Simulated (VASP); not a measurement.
Set up this calculation in VASP 6.6.1, as the native input.

| Property | Result |
| --- | --- |
| Task | relaxation of cell and atoms |
| Functional | PBE |
| Potentials or basis | VASP PAW PBE potentials, release 64 (Hf_pv, Mn_pv, N) |
| Cutoff | 600 eV |
| k mesh | 4 × 4 × 4 |
| Occupations | gaussian, width 0.1 eV |
| Spin | collinear spin, ferromagnetic start |
| Starting moments | [0.0, 4.0, 0.0, 0.0] μB |
| Dipole correction | no |
| Further INCAR settings | ALGO = Normal; EDIFF = 1e-06; IBRION = 2; EDIFFG = -0.04; NSW = 90; ISIF = 3 |

The structure of HfMnN2 lies in POSCAR:

```
HfMnN2
1.0
    2.7389540600     -2.7430185800      0.0000000000
    2.7389540600      2.7430185800      0.0000000000
    0.0000000000      0.0000000000      4.0420212100
Hf Mn N
1 1 2
Direct
    0.5000000000      0.5000000000      0.0000000000
    0.0000000000      0.0000000000      0.0000000000
    0.2405378500      0.2405378500      0.0000000000
    0.7594621500      0.7594621500      0.0000000000
```

The cell was generated, and may not be a known phase.

The input as run:

INCAR

```
SYSTEM = HfMnN2
ALGO     = Normal         ! electronic algorithm
EDIFF    = 1E-6           ! SCF threshold, eV
EDIFFG   = -0.04          ! ionic threshold
ENCUT    = 600            ! plane-wave cutoff, eV
GGA      = PE             ! functional
IBRION   = 2              ! ionic algorithm
ISIF     = 3              ! what is computed and relaxed
ISMEAR   = 0              ! smearing method
ISPIN    = 2              ! spin polarisation
LASPH    = .True.         ! aspherical terms in the spheres
LCHARG   = .False.        ! write CHGCAR
LMAXMIX  = 4              ! l up to which the mixer works
LORBIT   = 11             ! projections on sites
LREAL    = .False.        ! projectors in reciprocal space
LWAVE    = .False.        ! write WAVECAR
MAGMOM   = 0 4 0 0        ! initial moments
NELM     = 150            ! most SCF steps
NSW      = 90             ! ionic steps
PREC     = Accurate       ! precision mode
SIGMA    = 0.1            ! smearing width, eV
```

KPOINTS

```
k-points
0
Gamma
  4 4 4
  0 0 0
```

Potentials or basis: VASP PAW PBE potentials, release 64 (Hf_pv, Mn_pv, N).

Command:

```bash
$ cat potpaw_PBE.64/Hf_pv/POTCAR potpaw_PBE.64/Mn_pv/POTCAR potpaw_PBE.64/N/POTCAR > POTCAR
$ mpirun -np 1 vasp_std > vasp.out
```

Results of the run:

```json
{"Relaxed volume": "15.62 Å³/atom", "Relaxed cell": "a = 4.638 Å, b = 4.638 Å, c = 3.077 Å, α = 90.00°, β = 90.00°, γ = 70.70°", "Space group after relaxing (to 0.1 Å)": "Cmmm (No. 65)", "Pressure after relaxing": "-0.1 GPa", "Largest force after relaxing": "0.031 eV/Å", "Net moment": "-0.84 μB per cell", "Site moments": "Hf +0.12; Mn -1.24; N +0.11 μB", "Valence electrons inside the program's atomic spheres": "Hf 8.35; Mn 12.17; N 3.61"}
```

Caveat: the k points lie up to 0.51 Å⁻¹ apart in the final cell; a cell axis changed by over 15 % at a fixed basis, so the end point is rough; a cell with one magnetic atom can't hold antiferromagnetic order, which such compounds often take.

It took 56 min on 1 thread of Oxide Virtual Turin-like Processor, on a shared host, peak memory 0.24 GiB.
